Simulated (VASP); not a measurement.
Here is a VASP 6.6.1 calculation.

The input INCAR:

```
ALGO = Normal
EDIFF = 1E-6
ENCUT = 520
GGA = PE
ISIF = 2
ISMEAR = 0
LASPH = True
LCHARG = False
LREAL = False
LWAVE = False
NBANDS = 19
NELM = 100
PREC = Accurate
SIGMA = 0.05
```

File KPOINTS:

```
k-points
0
Gamma
  6 6 6
```

POSCAR

```
SrCl2
1.0
    0.0000000000      3.4805285570      3.4251881530
    3.4805285570      0.0000000000      3.4251881530
    3.4805285570      3.4805285570      0.0000000000
Sr Cl
1 2
Direct
    0.0000000000      0.0000000000      0.0000000000
    0.2500000000      0.2500000000      0.2500000000
    0.7500000000      0.7500000000      0.7500000000
```

Potentials or basis: VASP PAW PBE potentials, release 64 (Sr_sv, Cl).

Run with:

```bash
$ cat potpaw_PBE.64/Sr_sv/POTCAR potpaw_PBE.64/Cl/POTCAR > POTCAR
$ mpirun -np 1 vasp_std > vasp.out
```

Q: Estimate the band gap on the k mesh.

A: 5.35 eV (least direct gap 5.43 eV).

Q: Predict the pressure.

A: 2.0 GPa.

Stress tensor (GPa, compression positive):
```
1.71 0.00 0.00
0.00 1.71 0.00
0.00 0.00 2.57
```

A k mesh can miss the band edges. A hybrid or GW would open this gap; PBE tends to underestimate it.
